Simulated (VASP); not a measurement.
# Au in VASP: further runs

Au is run at these levels: PBEsol; tasks: single point.

Everything below comes from runs of VASP 6.6.1. Logs are shortened: lines on timing, memory, paths and dates and some standing lists are left out, and cuts for length are marked.

### Step 1. The cell of the first run

The typed cell holds 2 atoms: a = 2.759 Å, b = 2.759 Å, c = 4.571 Å, α = 90.00°, β = 90.00°, γ = 120.00°.

This isn't the form of Au at room conditions, which is fcc.

### Step 2. Single point, PBEsol

Input file INCAR:

```
SYSTEM = Au
ALGO     = Normal         ! electronic algorithm
EDIFF    = 1E-7           ! SCF threshold, eV
ENCUT    = 520            ! plane-wave cutoff, eV
GGA      = PS             ! functional
ISIF     = 2              ! what is computed and relaxed
ISMEAR   = -1             ! smearing method
LASPH    = .True.         ! aspherical terms in the spheres
LCHARG   = .False.        ! write CHGCAR
LREAL    = .False.        ! projectors in reciprocal space
LWAVE    = .False.        ! write WAVECAR
NBANDS   = 18             ! bands
NELM     = 80             ! most SCF steps
PREC     = Accurate       ! precision mode
SIGMA    = 0.05           ! smearing width, eV
```

Input file KPOINTS:

```
k-points
0
Gamma
  11 11 6
  0 0 0
```

Input file POSCAR:

```
Au
1.0
    1.3794709357     -2.3893187748      0.0000000000
    1.3794709357      2.3893187748      0.0000000000
    0.0000000000      0.0000000000      4.5706311121
Au
2
Direct
    0.3333628457      0.6666371543      0.2500000000
    0.6666371543      0.3333628457      0.7500000000
```

Potentials or basis: VASP PAW PBE potentials, release 64 (Au).

On the command line:

```sh
$ cat potpaw_PBE.64/Au/POTCAR > POTCAR
$ mpirun -np 1 vasp_std > vasp.out
```

OUTCAR:

```text
SYSTEM = Au
   EDIFF = 1E-7
   ENCUT = 520
   GGA = PS
   ISIF = 2
   ISMEAR = -1
   LASPH = .True.
   LREAL = .False.
   NELM = 80
   PREC = Accurate

 ion  position               nearest neighbor table
   1  0.333  0.667  0.250-   2 2.79   2 2.79   2 2.79   2 2.79   2 2.79   2 2.79
   2  0.667  0.333  0.750-   1 2.79   1 2.79   1 2.79   1 2.79   1 2.79   1 2.79

  LATTYP: Found a hexagonal cell.
 ALAT       =     2.7589462246
 C/A-ratio  =     1.6566582818

  Lattice vectors:

 A1 = (   1.3794709357,  -2.3893187748,   0.0000000000)
 A2 = (   1.3794709357,   2.3893187748,   0.0000000000)
 A3 = (   0.0000000000,   0.0000000000,   4.5706311121)

Analysis of symmetry for initial positions (statically):
=====================================================================
 Subroutine PRICEL returns:
 Original cell was already a primitive cell.

 Routine SETGRP: Setting up the symmetry group for a
 hexagonal supercell.

 Subroutine GETGRP returns: Found  8 space group operations
 (whereof  4 operations were pure point group operations)
 out of a pool of 24 trial point group operations.

The static configuration has the point symmetry C_2h.
 The point group associated with its full space group is D_2h.

Analysis of symmetry for dynamics (positions and initial velocities):
=====================================================================
 Subroutine PRICEL returns:
 Original cell was already a primitive cell.

 Routine SETGRP: Setting up the symmetry group for a
 hexagonal supercell.

 Subroutine GETGRP returns: Found  8 space group operations
 (whereof  4 operations were pure point group operations)
 out of a pool of 24 trial point group operations.

The dynamic configuration has the point symmetry C_2h.
 The point group associated with its full space group is D_2h.

 Subroutine INISYM returns: Found  8 space group operations
 (whereof  4 operations are pure point group operations),
 and found     1 'primitive' translations

----------------------------------------------------------------------------------------

                                     Primitive cell

  volume of cell :      30.1296

  direct lattice vectors                    reciprocal lattice vectors
     1.379470936 -2.389318775  0.000000000     0.362457800 -0.209264668  0.000000000
     1.379470936  2.389318775  0.000000000     0.362457800  0.209264668  0.000000000
     0.000000000  0.000000000  4.570631112     0.000000000  0.000000000  0.218788166

  length of vectors
     2.758946225  2.758946225  4.570631112     0.418529996  0.418529996  0.218788166

  position of ions in fractional coordinates (direct lattice)
     0.333362846  0.666637154  0.250000000
     0.666637154  0.333362846  0.750000000

  ion indices of the primitive-cell ions
   primitive index   ion index
                 1           1
                 2           2

----------------------------------------------------------------------------------------

 KPOINTS: k-points

Automatic generation of k-mesh.
 Grid dimensions read from file:
 generate k-points for:   11   11    6

 Generating k-lattice:

  Cartesian coordinates                     Fractional coordinates (reciprocal lattice)
     0.032950709 -0.019024061  0.000000000     0.090909091  0.000000000  0.000000000
     0.032950709  0.019024061  0.000000000     0.000000000  0.090909091  0.000000000
     0.000000000  0.000000000  0.036464694     0.000000000  0.000000000  0.166666667

  Length of vectors
     0.038048181  0.038048181  0.036464694

  Shift w.r.t. Gamma in fractional coordinates (k-lattice)
     0.000000000  0.000000000  0.000000000

 Subroutine IBZKPT returns following result:
 ===========================================

 Found    144 irreducible k-points:

 Following reciprocal coordinates:
            Coordinates               Weight
  0.000000  0.000000  0.000000      1.000000
  0.090909 -0.000000  0.000000      4.000000
 -0.090909  0.090909  0.000000      2.000000
  0.181818 -0.000000  0.000000      4.000000
 -0.181818  0.181818  0.000000      2.000000
  0.272727 -0.000000  0.000000      4.000000
[... 16 lines left out ...]
  0.454545  0.090909  0.000000      4.000000
  0.454545  0.454545  0.000000      2.000000
 [... further k-points ...]
   k-points           NKPTS =    144   k-points in BZ     NKDIM =    144   number of bands    NBANDS=     18
   number of dos      NEDOS =    301   number of ions     NIONS =      2
   total plane-waves  NPLWV =  20736
   dimension x,y,z NGX =    24 NGY =   24 NGZ =   36
   dimension x,y,z NGXF=    48 NGYF=   48 NGZF=   72
   ions per type =               2
   NGX,Y,Z   is equivalent  to a cutoff of  14.46, 14.46, 13.09 a.u.
   NGXF,Y,Z  is equivalent  to a cutoff of  28.92, 28.92, 26.19 a.u.
 SYSTEM =  Au
   PREC   = accura    normal or accurate (medium, high low for compatibility)
   ISTART =      0    job   : 0-new  1-cont  2-samecut
   ICHARG =      2    charge: 1-file 2-atom 10-const
   ISPIN  =      1    spin polarized calculation?
   LNONCOLLINEAR =      F non collinear calculations
   LSORBIT =      F    spin-orbit coupling
   LASPH  =      T    aspherical Exc in radial PAW
   ENCUT  =  520.0 eV  38.22 Ry    6.18 a.u.   5.13  5.13  8.50*2*pi/ulx,y,z
   NELM   =     80;   NELMIN=  2; NELMDL= -5     # of ELM steps
   EDIFF  = 0.1E-06   stopping-criterion for ELM
   LREAL  =      F    real-space projection
   EDIFFG = 0.1E-05   stopping-criterion for IOM
   NSW    =      0    number of steps for IOM
   IBRION =     -1    ionic relax: 0-MD 1-quasi-New 2-CG
   NFREE  =      0    steps in history (QN), initial steepest desc. (CG)
   ISIF   =      2    stress and relaxation
   ISYM   =      2    0-nonsym 1-usesym 2-fastsym
   POTIM  = 0.5000    time-step for ionic-motion
   TEBEG  =    0.0;   TEEND  =   0.0 temperature during run
   PSTRESS=    0.0 pullay stress
   NELECT =      22.0000    total number of electrons
   NUPDOWN=      -1.0000    fix difference up-down
   EMIN   =  10.00;   EMAX   =-10.00  energy-range for DOS
   EFERMI =   0.00;   METHOD = LEGACY
   ISMEAR =    -1;   SIGMA  =   0.05  broadening in eV -4-tet -1-fermi 0-gaus
   EFERMI_NEDOS =   21; number of points for ismear=-14 and -15
   IALGO  =     38    algorithm
   IMIX   =      4    mixing-type and parameters
     AMIX     =   0.40;   BMIX     =  1.00
     AMIX_MAG =   1.60;   BMIX_MAG =  1.00
  volume/ion in A,a.u.               =      15.06       101.66
  Fermi-wavevector in a.u.,A,eV,Ry     =   1.474183  2.785802 29.568399  2.173216
  Thomas-Fermi vector in A             =   2.588986
   LORBIT       =      0    0 simple, 1 ext, 2 COOP (PROOUT), +10 PAW based schemes
   GGA     = PS    functional components
   LHFCALC =     F    Hartree Fock is set to
   AEXX    =    0.0000 exact exchange contribution
   IVDW    =     0    specifies the selected vdW correction
   LEPSILON=     F    determine dielectric tensor
   LRPA    =     F    only Hartree local field effects (RPA)
 non-spin polarized calculation
  energy-cutoff  :      520.00
  volume of cell :       30.13
 maximum number of plane-waves:       826
 NGX is ok and might be reduce to    24
   NGX = 11   NGY = 11   NGZ = 17

 number of electron      22.0000003 magnetization

 Free energy of the ion-electron system (eV)
  ---------------------------------------------------
  ext. energy  EPLUGINS =         0.00000000
  ---------------------------------------------------
  free energy    TOTEN  =        -7.52594648 eV

  energy without entropy =       -7.52160498  energy(sigma->0) =       -7.52377573

 E-fermi :  11.4600     XC(G=0): -13.6261

 val. band max:       11.3627734528   @ k =  -0.0909   0.1818   0.1667
 cond. band min:      11.5032981780   @ k =   0.2727   0.1818   0.5000
 fundamental gap:      0.1405247251
 Fermi energy:        11.4600305562

 k-point     1 :       0.0000    0.0000    0.0000
  band No.  band energies     occupation
      1       0.1737      2.00000
      2       2.8701      2.00000
      3       5.9424      2.00000
      4       6.1993      2.00000
      5       6.1995      2.00000
      6       6.6168      2.00000
[... 10 lines left out ...]
     17      31.0524      0.00000
     18      31.0548      0.00000

 k-point     2 :       0.0909   -0.0000    0.0000
  band No.  band energies     occupation
      1       0.4630      2.00000
      2       3.1108      2.00000
      3       5.7638      2.00000
      4       6.3411      2.00000
      5       6.4091      2.00000
      6       6.5156      2.00000
[... 10 lines left out ...]
     17      29.7132      0.00000
     18      29.8687      0.00000

 k-point     3 :      -0.0909    0.0909    0.0000
  band No.  band energies     occupation
      1       0.4630      2.00000
      2       3.1108      2.00000
      3       5.7637      2.00000
      4       6.3407      2.00000
      5       6.4093      2.00000
      6       6.5161      2.00000
[... 10 lines left out ...]
     17      29.7141      0.00000
     18      29.8673      0.00000

 k-point     4 :       0.1818   -0.0000    0.0000
  band No.  band energies     occupation
      1       1.2707      2.00000
      2       3.6748      2.00000
      3       5.4711      2.00000
      4       6.1250      2.00000
      5       6.1751      2.00000
      6       6.8643      2.00000
[... 375 lines left out ...]
      4       6.0731      2.00000
      5       6.2795      2.00000
      6       6.5337      2.00000
[... 10 lines left out ...]
     17      24.7169      0.00000
     18      26.9654      0.00000

 k-point    23 :       0.4545    0.0909    0.0000
  band No.  band energies     occupation
      1       3.6010      2.00000
      2       3.6937      2.00000
      3       4.0267      2.00000
      4       6.0565      2.00000
      5       6.3893      2.00000
      6       6.7583      2.00000
[... 10 lines left out ...]
     17      24.0634      0.00000
     18      26.4676      0.00000

 k-point    24 :       0.4545    0.4545    0.0000
  band No.  band energies     occupation
      1       3.6011      2.00000
      2       3.6944      2.00000
      3       4.0272      2.00000
      4       6.0568      2.00000
      5       6.3881      2.00000
      6       6.7573      2.00000
[... 10 lines left out ...]
     17      24.0612      0.00000
     18      26.4677      0.00000

 [... further k-points ...]
[... 5 lines left out ...]
  --------------------------------------------------------------------------------------
  -------------------------------------------------------------------------------------
  Total        5.5690013      5.5701819      5.5686167      0.0000000      0.0000000      0.0000000
  in kB      296.1386435    296.2014236    296.1181925      0.0000000      0.0000000      0.0000000
  external PRESSURE =     296.1527532 kB  Pullay stress =       0.0000000 kB

 VOLUME and BASIS-vectors are now :
 -----------------------------------------------------------------------------
  energy-cutoff  :      520.00
  volume of cell :       30.13
      direct lattice vectors                 reciprocal lattice vectors
     1.379470936 -2.389318775  0.000000000     0.362457800 -0.209264668  0.000000000
     1.379470936  2.389318775  0.000000000     0.362457800  0.209264668  0.000000000
     0.000000000  0.000000000  4.570631112     0.000000000  0.000000000  0.218788166

 POSITION                                       TOTAL-FORCE (eV/Angst)
 -----------------------------------------------------------------------------------
      1.37947      0.79630      1.14266         0.000000      0.000406      0.000000
      1.37947     -0.79630      3.42797         0.000000     -0.000406     -0.000000
 -----------------------------------------------------------------------------------
    total drift:                                0.000000      0.000000      0.000000

  FREE ENERGIE OF THE ION-ELECTRON SYSTEM (eV)
  ---------------------------------------------------
  free  energy   TOTEN  =        -7.5259464849 eV

  energy  without entropy=       -7.5216049808  energy(sigma->0) =       -7.52377573
```

It took 28 s on 1 thread of Intel Xeon 6975P-C (Granite Rapids), shared host; peak memory 0.2 GiB.

What came out:

| Item | Value |
| --- | --- |
| Free energy | -7.5259 eV |
| Pressure | 29.6 GPa |
| Band gap on the k mesh | zero (bands 11 and 12 overlap by 6.96 eV) |

Caveat: the cell stands under pressure; the PAW data sets were made with another functional, which shifts forces and pressure a little; spin-orbit coupling is left out, which moves the levels of the heavy elements.

### Step 3. Single point, PBEsol

This run uses another cell than the first one, of 15.56 Å³/atom.

Input file INCAR:

```
SYSTEM = Au
PREC = Accurate
ENCUT = 520
EDIFF = 1E-7
ISMEAR = -1
SIGMA = 0.05
LREAL = .False.
LASPH = .True.
NELM = 60
ALGO = Normal
ISIF = 2
LWAVE = .False.
LCHARG = .False.
GGA = PS
NBANDS = 18
```

Input file KPOINTS:

```
regular mesh
0
Gamma
  11 11 6
  0 0 0
```

Input file POSCAR:

```
Au
1.0
    1.3940075856     -2.4148302957      0.0000000000
    1.3940075856      2.4148302957      0.0000000000
    0.0000000000      0.0000000000      4.6231650275
Au
2
Direct
    0.3333954408      0.6666045592      0.2500000000
    0.6666045592      0.3333954408      0.7500000000
```

Potentials or basis: VASP PAW PBE potentials, release 64 (Au).

On the command line:

```sh
$ cat potpaw_PBE.64/Au/POTCAR > POTCAR
$ mpirun -np 1 vasp_std > vasp.out
```

Wall time 23 s (1 thread of Intel Xeon 6975P-C (Granite Rapids), shared host); peak memory 0.2 GiB.

The run converged. Its results:

- Free energy: -7.6790 eV
- Pressure: 19.6 GPa
- Band gap on the k mesh: zero (bands 11 and 12 overlap by 6.79 eV)

Levels at points of the mesh, in eV from the Fermi level:
| k point | band 8 | band 9 | band 10 | band 11 | band 12 | band 13 | band 14 | band 15 |
| --- | --- | --- | --- | --- | --- | --- | --- | --- |
| (0.00, 0.00, 0.00) | -3.94 | -3.94 | -2.26 | -2.26 | -1.55 | 3.35 | 14.41 | 15.93 |
| (0.00, 0.00, 0.50) | -5.11 | -2.80 | -2.80 | -2.80 | -2.80 | 11.53 | 11.53 | 14.81 |

Caveat: the cell stands under pressure; the PAW data sets were made with another functional, which shifts forces and pressure a little; spin-orbit coupling is left out, which moves the levels of the heavy elements.

The gap in the log of VASP goes by the Fermi energy; the results here count the filled bands.